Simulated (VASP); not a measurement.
Wanted: the native input for a VASP 6.6.1 run.

```
Task                   : relaxation of cell and atoms
Functional             : PBE
Potentials or basis    : VASP PAW PBE potentials, release 64 (Ba_sv, W_sv)
Cutoff                 : 600 eV
k mesh                 : 6 × 6 × 4
Occupations            : gaussian, width 0.1 eV
Spin                   : no spin polarisation
Dipole correction      : no
Further INCAR settings : ALGO = Fast; EDIFF = 1e-06; IBRION = 2; EDIFFG = -0.04; NSW = 90; ISIF = 3
```

The structure of BaW lies in POSCAR:

```
BaW
1.0
    5.3555471904      0.0000000000      0.0000000000
   -2.6777735952      4.6380399181      0.0000000000
    0.0000000000      0.0000000000      6.3658350410
Ba W
3 3
Direct
    0.6941546518      0.0000000000      0.6666666667
    0.0000000000      0.6941546518      0.3333333333
    0.3058453482      0.3058453482      0.0000000000
    0.5763475246      0.0000000000      0.1666666667
    0.0000000000      0.5763475246      0.8333333333
    0.4236524754      0.4236524754      0.5000000000
```

One way to write it, as run:

INCAR

```
PREC     = Accurate       # precision mode
ENCUT    = 600            # plane-wave cutoff, eV
EDIFF    = 1E-6           # SCF threshold, eV
ISMEAR   = 0              # smearing method
SIGMA    = 0.1            # smearing width, eV
LREAL    = False          # projectors in reciprocal space
LASPH    = True           # aspherical terms in the spheres
NELM     = 100            # most SCF steps
ALGO     = Fast           # electronic algorithm
ISIF     = 3              # what is computed and relaxed
LWAVE    = False          # write WAVECAR
LCHARG   = False          # write CHGCAR
GGA      = PE             # functional
IBRION   = 2              # ionic algorithm
NSW      = 90             # ionic steps
EDIFFG   = -0.04          # ionic threshold
```

KPOINTS

```
Automatic mesh
0
Gamma
  6 6 4
```

Potentials or basis: VASP PAW PBE potentials, release 64 (Ba_sv, W_sv).

Command:

```sh
$ cat potpaw_PBE.64/Ba_sv/POTCAR potpaw_PBE.64/W_sv/POTCAR > POTCAR
$ mpirun -np 1 vasp_std > vasp.out
```

Results of the run:

The relaxed volume is 27.60 Å³/atom. The relaxed cell is a = 5.442 Å, b = 5.442 Å, c = 6.459 Å, α = 90.00°, β = 90.00°, γ = 120.00° and the space group after relaxing (to 0.1 Å) is P3_221 (No. 154). The energy gained by relaxing is 15.3 meV/atom. The ionic steps are 8. The pressure after relaxing is -0.1 GPa, the largest force after relaxing is 0.007 eV/Å and the band gap on the k mesh is zero (bands 36 and 37 overlap by 0.33 eV).

Caveat: spin-orbit coupling is left out, which moves the levels of the heavy elements.

It took 22 min on 1 thread of Intel(R) Xeon(R) 6975P-C (Granite Rapids), with other jobs on the host, peak memory 0.5 GiB.
